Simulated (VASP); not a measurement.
MgB15N15 (a cell with a defect):

```
B Mg N
1.0
    -3.62411    3.62411   -3.62411
     3.62411    3.62411    3.62411
     3.62411   -3.62411   -3.62411
B Mg N
15 1 15
Direct
  0.99457 0.99484 0.97833
  0.00822 0.25421 0.75735
  0.00822 0.50753 0.50402
  0.99457 0.72850 0.24466
  0.25393 0.00850 0.75735
  0.25393 0.50753 0.25831
  0.24979 0.75160 0.00142
  0.50724 0.00850 0.50402
  0.50725 0.25421 0.25831
  0.49794 0.49822 0.00217
  0.49795 0.75235 0.74804
  0.72823 0.99485 0.24466
  0.75133 0.25007 0.00142
  0.75207 0.49822 0.74803
  0.75133 0.75161 0.49988
  0.18325 0.18351 0.43336
  0.99961 0.25052 0.00689
  0.00766 0.50542 0.75524
  0.99962 0.75708 0.50033
  0.25024 0.99989 0.00689
  0.25249 0.25277 0.78001
  0.25249 0.53019 0.50258
  0.25024 0.75707 0.24971
  0.50515 0.00794 0.75524
  0.52991 0.25277 0.50258
  0.50515 0.50543 0.25775
  0.50079 0.75103 0.00084
  0.75680 0.99989 0.50033
  0.75680 0.25052 0.24971
  0.75075 0.50107 0.00084
  0.75075 0.75103 0.75089
```

Program: VASP 6.6.1. Alike in all runs: task single point; potentials or basis VASP PAW PBE potentials, release 64 (B, Mg, N); no spin polarisation; cell as given; smearing fermi-dirac 0.01 eV.

**Question.** Order these runs on this cell by their pressure, lowest first.
A. level HSE06; k mesh 1 × 1 × 1, shifted; cutoff (eV) 520; grid for exact exchange (PRECFOCK) Fast; share of exact exchange 0.25; screening parameter 0.2079 1/Å
B. level r2SCAN; k mesh 1 × 1 × 1, shifted; cutoff (eV) 580
C. level PBE; k mesh 2 × 2 × 2, shifted; cutoff (eV) 520

**Answer.** A (2.9 GPa), B (8.2 GPa), C (11.6 GPa).

Caveats: some runs use coarse meshes; the PAW data sets were made with another functional, which shifts forces and pressure a little (at least some runs).
